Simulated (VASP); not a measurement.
Wanted: the native input for a VASP 6.6.1 run.

```yaml
Task: relaxation of cell and atoms
Functional: r2SCAN
Potentials_or_basis: VASP PAW PBE potentials, release 64 (W_sv, Se)
Cutoff: 600 eV
k_mesh: 9 × 9 × 2
Occupations: gaussian, width 0.02 eV
Spin: no spin polarisation
Dipole_correction: no
Further_INCAR_settings: ALGO = Normal; EDIFF = 1e-07; IBRION = 2; EDIFFG = -0.005; NSW = 70; ISIF = 3
```

The system is WSe2.

```
CELL_PARAMETERS angstrom
3.27902 0.00000 0.00000
-1.63951 2.83971 0.00000
0.00000 0.00000 12.78851
ATOMIC_POSITIONS crystal
W 0.33333 0.66667 0.25000
W 0.66667 0.33333 0.75000
Se 0.33333 0.66667 0.61829
Se 0.66667 0.33333 0.11829
Se 0.33333 0.66667 0.88171
Se 0.66667 0.33333 0.38171
```

The input as run:

POSCAR

```
WSe2
1.0
    3.2790157229      0.0000000000      0.0000000000
   -1.6395078614      2.8397109154      0.0000000000
    0.0000000000      0.0000000000     12.7885054381
W Se
2 4
Direct
    0.3333333333      0.6666666667      0.2500000000
    0.6666666667      0.3333333333      0.7500000000
    0.3333333333      0.6666666667      0.6182884592
    0.6666666667      0.3333333333      0.1182884592
    0.3333333333      0.6666666667      0.8817115408
    0.6666666667      0.3333333333      0.3817115408
```

INCAR.step1

```
SYSTEM = WSe2
ALGO = Normal
EDIFF = 1E-4
ENCUT = 600
GGA = PE
ISMEAR = 0
LASPH = .TRUE.
LCHARG = .FALSE.
LREAL = .FALSE.
LWAVE = .TRUE.
NELM = 80
PREC = Accurate
SIGMA = 0.02
```

INCAR.step2

```
SYSTEM = WSe2
ALGO = Normal
EDIFF = 1E-7
EDIFFG = -0.005
ENCUT = 600
IBRION = 2
ISIF = 3
ISMEAR = 0
ISTART = 1
LASPH = .TRUE.
LCHARG = .FALSE.
LMIXTAU = .TRUE.
LREAL = .FALSE.
LWAVE = .FALSE.
METAGGA = R2SCAN
NELM = 80
NSW = 70
PREC = Accurate
SIGMA = 0.02
```

KPOINTS

```
k-points
0
G
  9 9 2
  0 0 0
```

Potentials or basis: VASP PAW PBE potentials, release 64 (W_sv, Se).

Run with:

```sh
$ cat potpaw_PBE.64/W_sv/POTCAR potpaw_PBE.64/Se/POTCAR > POTCAR
$ cp INCAR.step1 INCAR
$ mpirun -np 1 vasp_std > vasp.out
$ cp INCAR.step2 INCAR
$ mpirun -np 1 vasp_std > vasp.out
```

Results of the run:

```
Relaxed volume                        : 21.73 Å³/atom
Relaxed cell                          : a = 3.318 Å, b = 3.318 Å, c = 13.677 Å, α = 90.00°, β = 90.00°, γ = 120.00°
Space group after relaxing (to 0.1 Å) : P6_3/mmc (No. 194)
Energy gained by relaxing             : 19.3 meV/atom
Ionic steps                           : 13
Pressure after relaxing               : 0.0 GPa
Largest force after relaxing          : 0.004 eV/Å
Band gap on the k mesh                : 1.41 eV (least direct gap 1.58 eV)
```

Caveat: the PAW data sets were made with another functional, which shifts forces and pressure a little; spin-orbit coupling is left out, which moves the levels of the heavy elements.

It took 57 min on 1 thread of AMD EPYC 9R45 96-Core Processor (Zen 5), on a shared host, peak memory 0.34 GiB.
